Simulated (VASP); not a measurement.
Set up this calculation in VASP 6.6.1, as the native input.

| Property | Result |
| --- | --- |
| Task | single point |
| Functional | HSE06 |
| Potentials or basis | VASP PAW PBE potentials, release 64 (Be, Te) |
| Cutoff | 520 eV |
| k mesh | 6 × 6 × 6 |
| Occupations | gaussian, width 0.01 eV |
| Spin | no spin polarisation |
| Dipole correction | no |
| Grid for exact exchange (PRECFOCK) | Normal |
| Further INCAR settings | ALGO = Normal; EDIFF = 1e-07; NBANDS = 11 |
| Share of exact exchange | 0.25 |
| Screening parameter | 0.2079 1/Å |

BeTe:

```
CELL_PARAMETERS angstrom
0.00000 2.82862 2.82862
2.82862 0.00000 2.82862
2.82862 2.82862 0.00000
ATOMIC_POSITIONS crystal
Be 0.00000 0.00000 0.00000
Te 0.25000 0.25000 0.25000
```

These files were run (other wordings do the same):

POSCAR

```
BeTe
1.0
    0.0000000000      2.8286236224      2.8286236224
    2.8286236224      0.0000000000      2.8286236224
    2.8286236224      2.8286236224      0.0000000000
Be Te
1 1
Direct
    0.0000000000      0.0000000000      0.0000000000
    0.2500000000      0.2500000000      0.2500000000
```

INCAR.step1

```
SYSTEM = BeTe
ALGO = Normal ; EDIFF = 1E-5
ENCUT = 520 ; GGA = PE
ISIF = 2 ; ISMEAR = 0
LASPH = .TRUE. ; LREAL = .FALSE.
LWAVE = .TRUE. ; NBANDS = 11
NELM = 100 ; PREC = Accurate
SIGMA = 0.01
```

INCAR.step2

```
SYSTEM = BeTe
ALGO = Normal ; EDIFF = 1E-7
ENCUT = 520 ; GGA = PE
HFSCREEN = 0.2079 ; ISIF = 2
ISMEAR = 0 ; ISTART = 1
LASPH = .TRUE. ; LCHARG = .TRUE.
LELF = .TRUE. ; LHFCALC = .TRUE.
LREAL = .FALSE. ; LVHAR = .TRUE.
LWAVE = .FALSE. ; NBANDS = 11
NELM = 100 ; PREC = Accurate
PRECFOCK = Normal ; SIGMA = 0.01
```

KPOINTS

```
k-points
0
G
  6 6 6
  0 0 0
```

Potentials or basis: VASP PAW PBE potentials, release 64 (Be, Te).

The run is started by

```console
$ cat potpaw_PBE.64/Be/POTCAR potpaw_PBE.64/Te/POTCAR > POTCAR
$ cp INCAR.step1 INCAR
$ mpirun -np 1 vasp_std > vasp.out
$ cp INCAR.step2 INCAR
$ mpirun -np 1 vasp_std > vasp.out
```

Results of the run:

* Pressure: -0.9 GPa
* Band gap on the k mesh: 2.67 eV (least direct gap 4.48 eV)

Caveat: the PAW data sets were made with another functional, which shifts forces and pressure a little; spin-orbit coupling is left out, which moves the levels of the heavy elements.

It took 24 min on 1 thread of AMD EPYC 7R43 64-Core Processor (Zen 3), with other jobs on the host, peak memory 0.26 GiB.
